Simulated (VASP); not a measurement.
The system is TePb.

```
Te Pb
1.0
     0.00000    3.28606    3.28606
     3.28606    0.00000    3.28606
     3.28606    3.28606    0.00000
Te Pb
1 1
Cartesian
  3.2861 3.2861 3.2861
  0.0000 0.0000 0.0000
```

* Program: VASP 6.6.1
* Task: relaxation of cell and atoms
* Functional: PBEsol
* Potentials or basis: VASP PAW PBE potentials, release 64 (Te, Pb_d)
* Cutoff: 600 eV
* k mesh: 6 × 6 × 6
* Occupations: fermi-dirac, width 0.02 eV
* Spin: no spin polarisation

At the start: pressure -2.3 GPa; volume 35.48 Å³/atom.

Q: Where does the relaxation end?

A: Over 3 steps the energy falls by 15.6 meV/atom and the volume is 33.45 Å³/atom (-5.7 %); space group Fm-3m (No. 225, to 0.05 Å).

The path:
| step | energy change (eV) | largest force (eV/Å) | pressure (GPa) | volume (Å³) |
| --- | --- | --- | --- | --- |
| 1 | 0.0000 | 0.0000 | -2.33 | 70.97 |
| 2 | -0.0286 | 0.0000 | 0.79 | 65.80 |
| 3 | -0.0312 | 0.0000 | 0.00 | 66.90 |

Final structure:
```
CELL_PARAMETERS angstrom
0.00000 3.22201 3.22201
3.22201 0.00000 3.22201
3.22201 3.22201 0.00000
ATOMIC_POSITIONS crystal
Te 0.50000 0.50000 0.50000
Pb 0.00000 0.00000 0.00000
```

Caveat: the PAW data sets were made with another functional, which shifts forces and pressure a little.
